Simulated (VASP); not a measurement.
Input of a VASP 6.6.1 run:

Contents of INCAR:

```
SYSTEM = BP
PREC = Accurate ; ENCUT = 520
EDIFF = 1E-8 ; ISMEAR = -1
SIGMA = 0.05 ; LREAL = .False.
LASPH = .True. ; NELM = 100
ALGO = Normal ; ISIF = 2
LWAVE = .False. ; LCHARG = .False.
GGA = PE ; LEFG = .True.
NBANDS = 11
```

Contents of KPOINTS:

```
regular mesh
0
Gamma
  15 15 15
  0 0 0
```

File POSCAR:

```
BP
1.0
    0.0000000000      2.2988586873      2.2988586873
    2.2988586873      0.0000000000      2.2988586873
    2.2988586873      2.2988586873      0.0000000000
B P
1 1
Direct
    0.0000000000      0.0000000000      0.0000000000
    0.7500000000      0.7500000000      0.7500000000
```

Potentials or basis: VASP PAW PBE potentials, release 64 (B, P).

Run with:

```sh
$ cat potpaw_PBE.64/B/POTCAR potpaw_PBE.64/P/POTCAR > POTCAR
$ mpirun -np 1 vasp_std > vasp.out
```

**Question.** Predict the band gap on the k mesh.

**Answer.** 1.29 eV, indirect (least direct gap 3.35 eV).

**Question.** Predict the pressure.

**Answer.** -5.1 GPa.

Caveat: without QUAD_EFG the Cq values of the log hold for a quadrupole moment of 1 mb, not for the nuclei. A k mesh can miss the band edges.
